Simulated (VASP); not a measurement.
W5C: single point with PBE

The system is W5C.

```xyz
6
Lattice="-1.5189 1.5189 8.5933 1.5189 -1.5189 8.5933 1.5189 1.5189 -8.5933" Properties=species:S:1:pos:R:3 pbc="T T T"
W     0.0000    0.0000   10.6008
W     0.0000    0.0000    6.5858
W     0.0000    0.0000    0.0000
W     0.0000    0.0000   13.6855
W     0.0000    0.0000    3.5012
C     0.0000    0.0000    8.5933
```

| Quantity | Value |
| --- | --- |
| Program | VASP 6.6.1 |
| Task | single point |
| Functional | PBE |
| Potentials or basis | VASP PAW PBE potentials, release 64 (W_sv, C) |
| Cutoff | 600 eV |
| k mesh | 14 × 14 × 14 |
| Occupations | gaussian, width 0.1 eV |
| Spin | no spin polarisation |

The pressure is 36.3 GPa and the largest force is 0.008 eV/Å. The band gap on the k mesh is zero (bands 37 and 38 overlap by 2.43 eV).

Forces on the atoms (eV/Å):
```
W    0.000  0.000 -0.005
W    0.000  0.000  0.005
W    0.000  0.000  0.000
W    0.000  0.000 -0.008
W    0.000  0.000  0.008
C    0.000  0.000  0.000
```

Stress tensor (GPa, compression positive):
```
36.29  0.00  0.00
 0.00 36.29  0.00
 0.00  0.00 36.38
```

Levels at points of the mesh, in eV from the Fermi level:
| k point | band 33 | band 34 | band 35 | band 36 | band 37 | band 38 | band 39 | band 40 | band 41 | band 42 |
| --- | --- | --- | --- | --- | --- | --- | --- | --- | --- | --- |
| (0.00, 0.00, 0.00) | -1.74 | -1.66 | -0.91 | -0.91 | -0.80 | 0.23 | 0.47 | 0.51 | 0.51 | 0.72 |
| (0.50, 0.00, 0.00) | -1.66 | -1.66 | -1.26 | -1.18 | 0.29 | 0.36 | 0.86 | 1.05 | 1.48 | 2.05 |
| (0.50, 0.50, 0.00) | -2.25 | -2.15 | -0.38 | -0.20 | 1.73 | 2.69 | 2.91 | 3.24 | 3.30 | 3.42 |
| (0.50, 0.50, 0.50) | -1.75 | -0.99 | -0.99 | -0.90 | -0.63 | -0.27 | 0.41 | 0.55 | 0.55 | 0.99 |

Run time: 65 min on 1 thread of Intel(R) Xeon(R) 6975P-C (Granite Rapids), with other jobs on the host, peak memory 1.3 GiB.

Caveat: the cell stands under pressure; spin-orbit coupling is left out, which moves the levels of the heavy elements.
